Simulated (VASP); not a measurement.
**TaN: single point with PBE**

Crystal: TaN.

```
CELL_PARAMETERS angstrom
2.93800 -0.01469 -0.01469
-1.48172 2.55173 -0.00538
-0.01442 -0.01442 2.88300
ATOMIC_POSITIONS crystal
Ta 0.33333 0.66667 0.50000
N 0.00000 0.00000 0.00000
```

This cell differs from its parent crystal: equal xy, yz and zx shear strains of -1 %.

* Program: VASP 6.6.1
* Task: single point
* Functional: PBE
* Potentials or basis: VASP PAW PBE potentials, release 64 (Ta_pv, N)
* Cutoff: 520 eV
* k mesh: 12 × 12 × 10
* Occupations: fermi-dirac, width 0.02 eV
* Spin: no spin polarisation
* Dipole correction: no
* Further INCAR settings: ALGO = Normal; EDIFF = 1e-06; NBANDS = 15

```json
{"Pressure": "5.5 GPa", "Largest force": "0.025 eV/Å", "Band gap on the k mesh": "zero (band 8 reaches 8.60 eV, above the bottom of band 9 at 8.27 eV)"}
```

Forces in eV/Å, atoms in the order of the input:
```
Ta  -0.024  0.000 -0.006
N    0.024  0.000  0.006
```

Stress tensor (GPa, compression positive):
```
4.99 2.28 2.51
2.28 5.17 2.51
2.51 2.51 6.35
```

Levels at points of the mesh, in eV from the Fermi level:
| k point | band 5 | band 6 | band 7 | band 8 | band 9 | band 10 | band 11 | band 12 |
| --- | --- | --- | --- | --- | --- | --- | --- | --- |
| (0.00, 0.00, 0.00) | -4.72 | -4.60 | -4.29 | -3.02 | 2.11 | 3.40 | 3.53 | 3.92 |
| (0.50, 0.00, 0.00) | -8.36 | -5.29 | -3.55 | -3.32 | 2.87 | 3.91 | 5.11 | 5.23 |
| (0.00, 0.50, 0.00) | -8.38 | -5.28 | -3.56 | -3.28 | 2.91 | 3.94 | 5.11 | 5.23 |
| (0.50, 0.50, 0.00) | -8.39 | -5.28 | -3.58 | -3.23 | 2.94 | 3.97 | 5.11 | 5.23 |
| (0.00, 0.00, 0.50) | -9.44 | -3.86 | -3.82 | -0.28 | -0.07 | 2.30 | 3.19 | 3.31 |
| (0.50, 0.00, 0.50) | -7.42 | -6.29 | -5.84 | -0.40 | 4.05 | 5.29 | 5.97 | 7.00 |
| (0.00, 0.50, 0.50) | -7.41 | -6.28 | -5.78 | -0.45 | 4.07 | 5.25 | 5.96 | 6.99 |
| (0.50, 0.50, 0.50) | -7.41 | -6.27 | -5.71 | -0.51 | 4.08 | 5.23 | 5.93 | 6.98 |

Run time: 100 s on 1 thread of Intel(R) Xeon(R) Platinum 8488C (Sapphire Rapids) (shared host), peak memory 0.34 GiB.

Caveat: the cell differs from its parent crystal (equal xy, yz and zx shear strains of -1 %); spin-orbit coupling is left out, which moves the levels of the heavy elements.
